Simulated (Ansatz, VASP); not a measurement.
# One calculation of Ti3Se, two programs

The input INCAR:

```
SYSTEM = Ti3Se
PREC = Accurate
ENCUT = 520
EDIFF = 1E-6
ISMEAR = -1
SIGMA = 0.05
LREAL = .FALSE.
LASPH = .TRUE.
NELM = 100
ALGO = Normal
ISIF = 2
LWAVE = .FALSE.
LCHARG = .FALSE.
GGA = PS
NBANDS = 29
```

KPOINTS

```
Automatic mesh
0
G
  10 10 4
  0 0 0
```

POSCAR

```
Ti3Se
1.0
    3.2395220766      0.0000000000      0.0000000000
   -1.6197610383      2.8055084145      0.0000000000
    0.0000000000      0.0000000000      8.0472667889
Se Ti
1 3
Direct
    0.0000000000      0.0000000000      0.0000000000
    0.6666666667      0.3333333333      0.5000000000
    0.3333333333      0.6666666667      0.7729020000
    0.3333333333      0.6666666667      0.2270980000
```

The input input.yaml:

```yaml
crystal:
  lattice:
    - [3.2395220766, 0.0, 0.0]
    - [-1.6197610383, 2.8055084145, 0.0]
    - [0.0, 0.0, 8.0472667889]
  atoms:
    - { symbol: Se, position: [0.0, 0.0, 0.0] }
    - { symbol: Ti, position: [0.6666666667, 0.3333333333, 0.5] }
    - { symbol: Ti, position: [0.3333333333, 0.6666666667, 0.772902] }
    - { symbol: Ti, position: [0.3333333333, 0.6666666667, 0.227098] }
kpoints:
  mp_grid: { grid: [10, 10, 4] }
scf:
  occupations: { method: fermi_dirac, width: 0.05 }
hamiltonian:
  xc: pbesol
  pseudopotentials: { kind: all_electron, lapw: { basis_error: 0.001 } }
output:
  forces: true
  stress: true
  eigenvalues: true
```

Change from the starting cell: volume scaled by 1.04.

Alike in both runs: task single point; functional PBEsol; k mesh 10 × 10 × 4; occupations fermi-dirac, width 0.05 eV; no spin polarisation.

|  | VASP | Ansatz |
| --- | --- | --- |
| version | VASP 6.6.1 | Ansatz 0.2.0 |
| potentials or method | VASP PAW PBE potentials, release 64 (Se, Ti_sv), cutoff 520 eV | all-electron LAPW, scalar-relativistic |

Ansatz gave:

| Item | Value |
| --- | --- |
| gap on the k mesh at the Fermi level (eV) | none |
| pressure (GPa) | -8.2 |
| traceless stress, the component that is largest in VASP (GPa) | -0.70 |
| rms of the force components (eV/Å) | 0.081 |

Question: Estimate VASP's values.

Answer: gap on the k mesh at the Fermi level (eV): none; pressure (GPa): -8.1; traceless stress, the component that is largest in VASP (GPa): -0.70; rms of the force components (eV/Å): 0.072.

VASP's potentials were made for PBE, not for PBEsol. Atom by atom the forces differ by 0.009 eV/Å (rms over components). A gap of «none» marks a metal or a gap that the smearing closes. Ansatz ran all-electron here, and VASP with PAW potentials.
